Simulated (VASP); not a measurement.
**Hf: single point with RPBE**

Crystal: Hf.

```
Hf
1.0
     3.23325    0.00000    0.00000
    -1.61663    2.80008    0.00000
     0.00000    0.00000    5.11781
Hf
2
Direct
  0.33333 0.66667 0.25000
  0.66667 0.33333 0.75000
```

- Program: VASP 6.6.1
- Task: single point
- Functional: RPBE
- Potentials or basis: VASP PAW PBE potentials, release 64 (Hf_pv)
- Cutoff: 520 eV
- k mesh: 18 × 18 × 10
- Occupations: fermi-dirac, width 0.1 eV
- Spin: no spin polarisation
- Dipole correction: no
- Further INCAR settings: ALGO = Normal; EDIFF = 1e-06; NBANDS = 17

The pressure is -0.5 GPa and the band gap on the k mesh is zero (band 10 reaches 5.98 eV, above the bottom of band 11 at 4.32 eV).

Stress tensor (GPa, compression positive):
```
-0.48  0.00  0.00
 0.00 -0.48  0.00
 0.00  0.00 -0.60
```

Levels at points of the mesh, in eV from the Fermi level:
| k point | band 6 | band 7 | band 8 | band 9 | band 10 | band 11 | band 12 | band 13 | band 14 | band 15 |
| --- | --- | --- | --- | --- | --- | --- | --- | --- | --- | --- |
| (0.00, 0.00, 0.00) | -30.36 | -7.25 | -3.59 | 0.49 | 1.21 | 1.21 | 1.46 | 1.99 | 1.99 | 2.61 |
| (0.50, 0.00, 0.00) | -30.44 | -3.28 | -2.61 | -2.11 | -0.86 | 0.84 | 0.84 | 1.64 | 5.70 | 6.18 |
| (0.00, 0.00, 0.50) | -30.42 | -5.34 | -5.34 | 0.17 | 0.17 | 1.10 | 1.10 | 1.10 | 1.10 | 4.66 |
| (0.50, 0.00, 0.50) | -30.54 | -3.28 | -3.28 | -0.91 | -0.91 | 1.06 | 1.06 | 2.61 | 2.61 | 5.89 |

Run time: 69 s on 1 thread of Intel Xeon 6975P-C, with other jobs on the host, peak memory 0.27 GiB.

Caveat: the PAW data sets were made with another functional, which shifts forces and pressure a little; spin-orbit coupling is left out, which moves the levels of the heavy elements.
